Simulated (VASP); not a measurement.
# Te2Mo in VASP: a series of runs

Te2Mo is run at these levels: r2SCAN; tasks: single point.

Program: VASP 6.6.1. These are calculated values, not measurements. Logs are shortened: lines on timing, memory, paths and dates and some standing lists are left out, and cuts for length are marked.

## 1. The cell of the first run

The cell holds a slab with vacuum, 6 atoms: a = 3.500 Å, b = 3.500 Å, c = 46.972 Å, α = 90.00°, β = 90.00°, γ = 120.00°.

## 2. Single point, r2SCAN

Contents of POSCAR:

```
Te2Mo
1.0
    3.5004349963      0.0000000000      0.0000000000
   -1.7502174982      3.0314656311      0.0000000000
    0.0000000000      0.0000000000     46.9720268902
Te Mo
4 2
Direct
    0.3333333333      0.6666666667      0.3883719510
    0.3333333333      0.6666666667      0.4657438579
    0.6666666667      0.3333333333      0.5342561421
    0.6666666667      0.3333333333      0.6116280490
    0.6666666667      0.3333333333      0.4270376444
    0.3333333333      0.6666666667      0.5729623556
```

Contents of INCAR.step1:

```
ALGO = Normal ; DIPOL = 0.5 0.5 0.500
EDIFF = 1E-4 ; ENCUT = 520
GGA = PE ; IDIPOL = 3
ISMEAR = 0 ; LASPH = True
LCHARG = False ; LDIPOL = True
LREAL = False ; LWAVE = True
NBANDS = 35 ; NELM = 60
PREC = Accurate ; SIGMA = 0.02
```

Contents of INCAR.step2:

```
ALGO = Normal ; DIPOL = 0.5 0.5 0.500
EDIFF = 1E-7 ; ENCUT = 520
IDIPOL = 3 ; ISIF = 2
ISMEAR = 0 ; ISTART = 1
LASPH = True ; LCHARG = False
LDIPOL = True ; LMIXTAU = True
LREAL = False ; LWAVE = False
METAGGA = R2SCAN ; NBANDS = 35
NELM = 60 ; PREC = Accurate
SIGMA = 0.02
```

Contents of KPOINTS:

```
k-points
0
Gamma
  9 9 1
```

Potentials or basis: VASP PAW PBE potentials, release 64 (Te, Mo_sv).

Command:

```bash
cat potpaw_PBE.64/Te/POTCAR potpaw_PBE.64/Mo_sv/POTCAR > POTCAR
cp INCAR.step1 INCAR
mpirun -np 1 vasp_std > vasp.out
cp INCAR.step2 INCAR
mpirun -np 1 vasp_std > vasp.out
```

OUTCAR:

```text
EDIFF = 1E-7
   ENCUT = 520
   ISIF = 2
   ISMEAR = 0
   ISTART = 1
   LASPH = True
   LREAL = False
   METAGGA = R2SCAN
   NELM = 60
   PREC = Accurate

 ion  position               nearest neighbor table
   1  0.333  0.667  0.388-   5 2.72   5 2.72   5 2.72   2 3.63
   2  0.333  0.667  0.466-   5 2.72   5 2.72   5 2.72   1 3.63
   3  0.667  0.333  0.534-   6 2.72   6 2.72   6 2.72   4 3.63
   4  0.667  0.333  0.612-   6 2.72   6 2.72   6 2.72   3 3.63
   5  0.667  0.333  0.427-   1 2.72   1 2.72   1 2.72   2 2.72   2 2.72   2 2.72
   6  0.333  0.667  0.573-   4 2.72   4 2.72   4 2.72   3 2.72   3 2.72   3 2.72

  LATTYP: Found a hexagonal cell.
 ALAT       =     3.5004349963
 C/A-ratio  =    13.4189113467

  Lattice vectors:

 A1 = (   3.5004349963,   0.0000000000,   0.0000000000)
 A2 = (  -1.7502174982,   3.0314656311,   0.0000000000)
 A3 = (   0.0000000000,   0.0000000000,  46.9720268902)

Analysis of symmetry for initial positions (statically):
=====================================================================
 Subroutine PRICEL returns:
 Original cell was already a primitive cell.

 Routine SETGRP: Setting up the symmetry group for a
 hexagonal supercell.

 Subroutine GETGRP returns: Found 12 space group operations
 (whereof 12 operations were pure point group operations)
 out of a pool of 24 trial point group operations.

The static configuration has the point symmetry D_3d.

Analysis of symmetry for dynamics (positions and initial velocities):
=====================================================================
 Subroutine PRICEL returns:
 Original cell was already a primitive cell.

 Routine SETGRP: Setting up the symmetry group for a
 hexagonal supercell.

 Subroutine GETGRP returns: Found 12 space group operations
 (whereof 12 operations were pure point group operations)
 out of a pool of 24 trial point group operations.

The dynamic configuration has the point symmetry D_3d.

 Subroutine INISYM returns: Found 12 space group operations
 (whereof 12 operations are pure point group operations),
 and found     1 'primitive' translations

----------------------------------------------------------------------------------------

                                     Primitive cell

  volume of cell :     498.4412

  direct lattice vectors                    reciprocal lattice vectors
     3.500434996  0.000000000  0.000000000     0.285678780  0.164936721  0.000000000
[... 92 lines left out ...]
   NELECT =      52.0000    total number of electrons
   NUPDOWN=      -1.0000    fix difference up-down
   EMIN   =  10.00;   EMAX   =-10.00  energy-range for DOS
   EFERMI =   0.00;   METHOD = LEGACY
   ISMEAR =     0;   SIGMA  =   0.02  broadening in eV -4-tet -1-fermi 0-gaus
   EFERMI_NEDOS =   21; number of points for ismear=-14 and -15
   IALGO  =     38    algorithm
   IMIX   =      4    mixing-type and parameters
     AMIX     =   0.40;   BMIX     =  1.00
     AMIX_MAG =   1.60;   BMIX_MAG =  1.00
  volume/ion in A,a.u.               =      83.07       560.61
  Fermi-wavevector in a.u.,A,eV,Ry     =   0.770675  1.456365  8.081044  0.593940
  Thomas-Fermi vector in A             =   1.871930
   LORBIT       =      0    0 simple, 1 ext, 2 COOP (PROOUT), +10 PAW based schemes
   METAGGA = R2SCAN    functional components
   LHFCALC =     F    Hartree Fock is set to
   AEXX    =    0.0000 exact exchange contribution
   IVDW    =     0    specifies the selected vdW correction
   LEPSILON=     F    determine dielectric tensor
   LRPA    =     F    only Hartree local field effects (RPA)
 non-spin polarized calculation
 Gauss-broadening in eV      SIGMA  =   0.02
  energy-cutoff  :      520.00
  volume of cell :      498.44
 maximum number of plane-waves:     13591
 NGX is ok and might be reduce to    28
   NGX = 13   NGY = 13   NGZ =175

 dipolmoment           0.000000      0.000000      0.000000 electrons x Angstroem

 number of electron      52.0000005 magnetization

 dipolmoment           0.000000      0.000000     -0.000000 electrons x Angstroem

 Free energy of the ion-electron system (eV)
  ---------------------------------------------------
  ext. energy  EPLUGINS =         0.00000000
  ---------------------------------------------------
  free energy    TOTEN  =      -155.49382277 eV

  energy without entropy =     -155.49382277  energy(sigma->0) =     -155.49382277

 E-fermi :  -0.7933     XC(G=0):  -3.4647

 val. band max:       -0.9576892059   @ k =   0.0000   0.0000   0.0000
 cond. band min:       0.0763594190   @ k =   0.2222   0.2222   0.0000
 fundamental gap:      1.0340486249
 Fermi energy:        -0.7933494873

 k-point     1 :       0.0000    0.0000    0.0000
  band No.  band energies     occupation
      1     -63.7155      2.00000
      2     -63.7155      2.00000
      3     -37.1699      2.00000
      4     -37.1699      2.00000
      5     -37.0271      2.00000
      6     -37.0271      2.00000
[... 445 lines left out ...]
     34       3.1685      0.00000
     35       3.9015      0.00000

------------------------ aborting loop because EDIFF is reached ----------------------------------------

 vacuum level on the upper side and lower side of the slab       (xc-potential included)        -0.002        -0.002

  FORCE on cell =-STRESS in cart. coord.  units (eV):
  Direction    XX          YY          ZZ          XY          YZ          ZX
  --------------------------------------------------------------------------------------
  -------------------------------------------------------------------------------------
  Total        2.7666797      2.7666797      0.7284014     -0.0000000      0.0000000      0.0000000
  in kB        8.8931476      8.8931476      2.3413556     -0.0000000      0.0000000      0.0000000
  external PRESSURE =       6.7092170 kB  Pullay stress =       0.0000000 kB

 VOLUME and BASIS-vectors are now :
 -----------------------------------------------------------------------------
  energy-cutoff  :      520.00
  volume of cell :      498.44
      direct lattice vectors                 reciprocal lattice vectors
     3.500434996  0.000000000  0.000000000     0.285678780  0.164936721  0.000000000
    -1.750217498  3.031465631  0.000000000     0.000000000  0.329873441  0.000000000
     0.000000000  0.000000000 46.972026890     0.000000000  0.000000000  0.021289267

 POSITION                                       TOTAL-FORCE (eV/Angst)
 -----------------------------------------------------------------------------------
     -0.00000      2.02098     18.24262        -0.000000      0.000000      0.053446
     -0.00000      2.02098     21.87693        -0.000000     -0.000000     -0.266396
      1.75022      1.01049     25.09509         0.000000      0.000000      0.266396
      1.75022      1.01049     28.72941        -0.000000      0.000000     -0.053446
      1.75022      1.01049     20.05882         0.000000      0.000000     -0.065625
     -0.00000      2.02098     26.91320         0.000000     -0.000000      0.065625
 -----------------------------------------------------------------------------------
    total drift:                                0.000000      0.000000     -0.000000

  FREE ENERGIE OF THE ION-ELECTRON SYSTEM (eV)
  ---------------------------------------------------
  free  energy   TOTEN  =      -155.4938227726 eV

  energy  without entropy=     -155.4938227726  energy(sigma->0) =     -155.49382277

 vacuum level on the upper side and lower side of the slab         3.873         3.873
```

OUTCAR.step1:

```text
EDIFF = 1E-4
   ENCUT = 520
   GGA = PE
   ISMEAR = 0
   LASPH = True
   LREAL = False
   NELM = 60
   PREC = Accurate

 ion  position               nearest neighbor table
[... 681 lines left out ...]
      1.75022      1.01049     20.05882         0.000000      0.000000     -0.062149
     -0.00000      2.02098     26.91320        -0.000000      0.000000      0.062149
 -----------------------------------------------------------------------------------
    total drift:                               -0.000000      0.000000     -0.000000

  FREE ENERGIE OF THE ION-ELECTRON SYSTEM (eV)
  ---------------------------------------------------
  free  energy   TOTEN  =       -35.9645976512 eV

  energy  without entropy=      -35.9645976512  energy(sigma->0) =      -35.96459765

 vacuum level on the upper side and lower side of the slab         3.876         3.876
```

It took 44 min on 1 thread of Intel Xeon Platinum 8259CL at 2.50GHz (Skylake/Cascade Lake), shared host; peak memory 0.79 GiB.

What came out:

| Item | Value |
| --- | --- |
| Free energy | -155.4938 eV |
| Largest force | 0.266 eV/Å |
| Band gap on the k mesh | 1.03 eV (least direct gap 1.23 eV) |

Forces on the atoms (eV/Å):
```
Te   0.000  0.000  0.053
Te   0.000  0.000 -0.266
Te   0.000  0.000  0.266
Te   0.000  0.000 -0.053
Mo   0.000  0.000 -0.066
Mo   0.000  0.000  0.066
```

Caveat: the PAW data sets were made with another functional, which shifts forces and pressure a little; spin-orbit coupling is left out, which moves the levels of the heavy elements.

## 3. Single point, r2SCAN

This run uses another cell than the first one.

Contents of POSCAR:

```
Te2Mo
1.0
    3.5626058825      0.0000000000      0.0000000000
   -1.7813029413      3.0853071979      0.0000000000
    0.0000000000      0.0000000000     46.9720268902
Te Mo
4 2
Direct
    0.3333333333      0.6666666667      0.3836830465
    0.3333333333      0.6666666667      0.4598585447
    0.6666666667      0.3333333333      0.5401414553
    0.6666666667      0.3333333333      0.6163169535
    0.6666666667      0.3333333333      0.4217471653
    0.3333333333      0.6666666667      0.5782528347
```

Contents of INCAR.step1:

```
PREC = Accurate ; ENCUT = 520
ISMEAR = 0 ; SIGMA = 0.02
LREAL = False ; LASPH = True
NELM = 60 ; LDIPOL = True
IDIPOL = 3 ; DIPOL = 0.5 0.5 0.500
NBANDS = 35 ; GGA = PE
ALGO = Normal ; EDIFF = 1E-4
LWAVE = True ; LCHARG = False
```

Contents of INCAR.step2:

```
PREC = Accurate ; ENCUT = 520
EDIFF = 1E-6 ; ISMEAR = 0
SIGMA = 0.02 ; LREAL = False
LASPH = True ; NELM = 60
ALGO = Normal ; ISIF = 2
LWAVE = False ; LCHARG = True
LDIPOL = True ; IDIPOL = 3
DIPOL = 0.5 0.5 0.500 ; METAGGA = R2SCAN
LMIXTAU = True ; LELF = True
LVHAR = True ; LVACPOTAV = True
NBANDS = 35 ; ISTART = 1
```

Contents of KPOINTS:

```
regular mesh
0
Gamma
  9 9 1
```

Potentials or basis: VASP PAW PBE potentials, release 64 (Te, Mo_sv).

Command:

```bash
cat potpaw_PBE.64/Te/POTCAR potpaw_PBE.64/Mo_sv/POTCAR > POTCAR
cp INCAR.step1 INCAR
mpirun -np 1 vasp_std > vasp.out
cp INCAR.step2 INCAR
mpirun -np 1 vasp_std > vasp.out
```

Run time: 23 min. Hardware: 1 thread of Intel Xeon Platinum 8259CL at 2.50GHz (Skylake/Cascade Lake), shared host; peak memory 0.76 GiB.

The run converged. Its results:

```
Free energy                            : -155.6025 eV
Largest force                          : 0.029 eV/Å
Band gap on the k mesh                 : 1.09 eV
Ionisation potential of the upper face : 5.04 eV
```

Forces in eV/Å, atoms in the order of the input:
```
Te   0.000  0.000 -0.029
Te   0.000  0.000  0.028
Te   0.000  0.000 -0.028
Te   0.000  0.000  0.029
Mo   0.000  0.000  0.000
Mo   0.000  0.000  0.000
```

Levels at points of the mesh, in eV from the valence-band top:
| k point | band 24 | band 25 | band 26 | band 27 | band 28 | band 29 |
| --- | --- | --- | --- | --- | --- | --- |
| (0.00, 0.00, 0.00) | -1.04 | -0.55 | -0.08 | 3.11 | 3.11 | 3.15 |

Caveat: the PAW data sets were made with another functional, which shifts forces and pressure a little; spin-orbit coupling is left out, which moves the levels of the heavy elements.
